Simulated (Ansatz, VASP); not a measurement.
Ir: VASP beside Ansatz

```xyz
1
Lattice="0.0000 1.9943 1.9943 1.9943 0.0000 1.9943 1.9943 1.9943 0.0000" Properties=species:S:1:pos:R:3 pbc="T T T"
Ir    0.0000    0.0000    0.0000
```

Alike in both runs: task single point; functional BLYP; k mesh 22 × 22 × 22; occupations fermi-dirac, width 0.05 eV; collinear spin.

|  | VASP | Ansatz |
| --- | --- | --- |
| version | VASP 6.6.1 | Ansatz 0.2.0 |
| potentials or method | VASP PAW PBE potentials, release 64 (Ir), cutoff 520 eV | plane waves (420 eV) with PAW, scalar-relativistic |
| valence electrons in the cell | 9 | 17 |

|  | VASP | Ansatz | Ansatz less VASP |
| --- | --- | --- | --- |
| pressure (GPa) | -8.5 | -10.4 | -1.92 |
| net moment per atom (μB) | 0.00 | 0.00 | -0.001 |

VASP's potentials were made for PBE, not for BLYP. VASP's potentials hold 9 valence electrons a cell and Ansatz's 17, so a difference there can come from the potentials and not from the codes. Ansatz's warnings: seeded moment not kept.

Neither program's run includes spin-orbit coupling.
